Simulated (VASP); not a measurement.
Runs of VASP 6.6.1 on Sn2Pd2Au. The structure is that of space group P3m1 (No. 156), or close to it. The cells are those of the table. 

```tsv
cell	gap on the mesh (eV)	pressure (GPa)	largest force (eV/Å)
a = 4.616, b = 4.616, c = 5.797 Å, angles 90.0, 90.0, 120.0°, 5 atoms	none	-12.8	(b)
a = 4.412, b = 4.412, c = 5.541 Å, angles 90.0, 90.0, 120.0°, 5 atoms	none	0.1	0.07
a = 4.454, b = 4.454, c = 5.594 Å, angles 90.0, 90.0, 120.0°, 5 atoms	none	-3.6	0.05
a = 4.496, b = 4.496, c = 5.646 Å, angles 90.0, 90.0, 120.0°, 5 atoms	none	-6.6	0.07
a = 4.576, b = 4.576, c = 5.748 Å, angles 90.0, 90.0, 120.0°, 5 atoms	none	(c)	0.14
a = 4.654, b = 4.654, c = 5.845 Å, angles 90.0, 90.0, 120.0°, 5 atoms	none	(d)	0.19
a = 4.536, b = 4.536, c = 5.697 Å, angles 90.0, 90.0, 120.0°, 5 atoms	none	(a)	0.11
```

Alike in all rows: task single point; level LDA; potentials or basis VASP PAW LDA potentials, release 64 (Sn_d, Pd, Au); no spin polarisation; k mesh 6 × 6 × 4; cutoff (eV) 520; smearing fermi-dirac 0.05 eV.

Problem. Estimate the missing entries.

Solution. (a) -9.0; (b) 0.17; (c) -11.1; (d) -14.2.

Caveats: spin-orbit coupling is left out, which moves the levels of the heavy elements.

A k mesh can miss the band edges, and the runs leave out spin-orbit coupling on Au, Pd, Sn.

A gap of «none» marks levels without a gap at the run's occupations.
